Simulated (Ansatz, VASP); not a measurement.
**One calculation of AlNi, two programs**

The input INCAR:

```
SYSTEM = AlNi
PREC = Accurate ; ENCUT = 520
EDIFF = 1E-6 ; ISMEAR = -1
SIGMA = 0.05 ; LREAL = .FALSE.
LASPH = .TRUE. ; NELM = 150
ALGO = Normal ; ISIF = 2
LWAVE = .FALSE. ; LCHARG = .FALSE.
ISPIN = 2 ; MAGMOM = 1.5 0
LORBIT = 11 ; NUPDOWN = 1.5
LMAXMIX = 4 ; GGA = PS
NBANDS = 18
```

File KPOINTS:

```
regular mesh
0
G
  8 8 8
  0 0 0
```

Contents of POSCAR:

```
AlNi
1.0
    2.8810000000      0.0000000000      0.0000000000
    0.0000000000      2.8810000000      0.0000000000
    0.0000000000      0.0000000000      2.8810000000
Ni Al
1 1
Direct
    0.5000000000      0.5000000000      0.5000000000
    0.0000000000      0.0000000000      0.0000000000
```

File input.yaml:

```yaml
crystal:
  lattice:
    - [2.881, 0.0, 0.0]
    - [0.0, 2.881, 0.0]
    - [0.0, 0.0, 2.881]
  atoms:
    - { symbol: Ni, position: [0.5, 0.5, 0.5], spin: 1.5 }
    - { symbol: Al, position: [0.0, 0.0, 0.0] }
hamiltonian:
  xc: pbesol
  pseudopotentials: { kind: paw }
magnetization:
  spin_polarized: true
  initial_magnetization: 1.5
  spin_locking: { lock_magnetization: hard }
kpoints:
  mp_grid: { grid: [8, 8, 8] }
scf:
  occupations: { method: fermi_dirac, width: 0.05 }
  lower_state_search: "off"
output:
  forces: true
  stress: true
  eigenvalues: true
```

Alike in both runs: task single point; functional PBEsol; k mesh 8 × 8 × 8; occupations fermi-dirac, width 0.05 eV; collinear spin; fixed moment 1.5 μB.

|  | VASP | Ansatz |
| --- | --- | --- |
| version | VASP 6.6.1 | Ansatz 0.2.0 |
| potentials or method | VASP PAW PBE potentials, release 64 (Ni, Al) | Ansatz PAW |
| plane-wave cutoff (eV) | 520 | 420 |
| valence electrons in the cell | 13 | 21 |

```csv
,VASP,Ansatz,Ansatz less VASP
pressure (GPa),7.3,7.1,-0.20
net moment per atom (μB),0.75,0.75,0.000
size of the moment on the site where the two differ most (μB),0.10,0.16,+0.062
```

VASP's potentials were made for PBE, not for PBEsol. Site moments also hang on the region over which each program counts them. The functional is the same, so the differences come from potentials, cutoffs and numerics. VASP's potentials hold 13 valence electrons a cell and Ansatz's 21, so a difference there can come from the potentials and not from the codes.
